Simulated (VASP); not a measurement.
Input of a VASP 6.6.1 run:

The input INCAR:

```
SYSTEM = CsI
PREC     = Accurate       ! precision mode
ENCUT    = 500            ! plane-wave cutoff, eV
EDIFF    = 1E-7           ! SCF threshold, eV
ISMEAR   = -1             ! smearing method
SIGMA    = 0.05           ! smearing width, eV
LREAL    = .False.        ! projectors in reciprocal space
LASPH    = .True.         ! aspherical terms in the spheres
NELM     = 120            ! most SCF steps
ALGO     = Normal         ! electronic algorithm
ISIF     = 3              ! what is computed and relaxed
LWAVE    = .False.        ! write WAVECAR
LCHARG   = .False.        ! write CHGCAR
IBRION   = 2              ! ionic algorithm
NSW      = 80             ! ionic steps
EDIFFG   = -0.01          ! ionic threshold
GGA_COMPAT= .False.      
NELMIN   = 4
```

File KPOINTS:

```
Automatic mesh
0
Gamma
  6 6 6
  0 0 0
```

POSCAR

```
CsI
1.0
    4.5667000000      0.0000000000      0.0000000000
    0.0000000000      4.5667000000      0.0000000000
    0.0000000000      0.0000000000      4.5667000000
Cs I
1 1
Direct
    0.0000000000      0.0000000000      0.0000000000
    0.5000000000      0.5000000000      0.5000000000
```

Potentials or basis: VASP PAW LDA potentials, release 64 (Cs_sv, I).

Run with:

```console
$ cat potpaw_LDA.64/Cs_sv/POTCAR potpaw_LDA.64/I/POTCAR > POTCAR
$ mpirun -np 1 vasp_std > vasp.out
```

Q: Estimate the band gap on the k mesh.

A: 3.78 eV (least direct gap 3.84 eV).

Q: Estimate the space group after relaxing (to 0.1 Å).

A: Pm-3m (No. 221).

Q: Estimate the relaxed volume.

A: 42.83 Å³/atom.

Q: What does it give for the relaxed cell?

A: a = 4.408 Å, b = 4.408 Å, c = 4.408 Å, α = 90.00°, β = 90.00°, γ = 90.00°.

Final structure:
```
Cs I
1.0
     4.40825    0.00000    0.00000
     0.00000    4.40825    0.00000
     0.00000    0.00000    4.40825
Cs I
1 1
Direct
  0.00000 0.00000 0.00000
  0.50000 0.50000 0.50000
```

Caveat: spin-orbit coupling is left out, which moves the levels of the heavy elements. LDA usually gives volumes a few per cent too small.
